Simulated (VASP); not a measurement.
**Ti: single point with r2SCAN**

Ti:

```
CELL_PARAMETERS angstrom
0.00000 2.08342 2.08342
2.08342 0.00000 2.08342
2.08342 2.08342 0.00000
ATOMIC_POSITIONS crystal
Ti 0.00000 0.00000 0.00000
```

This isn't the form of Ti at room conditions, which is hcp.

| Quantity | Value |
| --- | --- |
| Program | VASP 6.6.1 |
| Task | single point |
| Functional | r2SCAN |
| Potentials or basis | VASP PAW PBE potentials, release 64 (Ti_sv) |
| Cutoff | 520 eV |
| k mesh | 15 × 15 × 15 |
| Occupations | fermi-dirac, width 0.1 eV |
| Spin | no spin polarisation |

- Pressure: -3.8 GPa
- Band gap on the k mesh: zero (bands 6 and 7 overlap by 1.25 eV)

Levels at points of the mesh, in eV from the Fermi level:
```
           k point  band 4  band 5  band 6  band 7  band 8  band 9
(0.00, 0.00, 0.00)  -33.97   -6.38    0.97    0.97    0.97    2.69
```

Wall time 2.1 min on 1 thread of Intel Xeon 8259CL (shared host), peak memory 0.16 GiB.

Caveat: the cell stands under tension; the PAW data sets were made with another functional, which shifts forces and pressure a little.
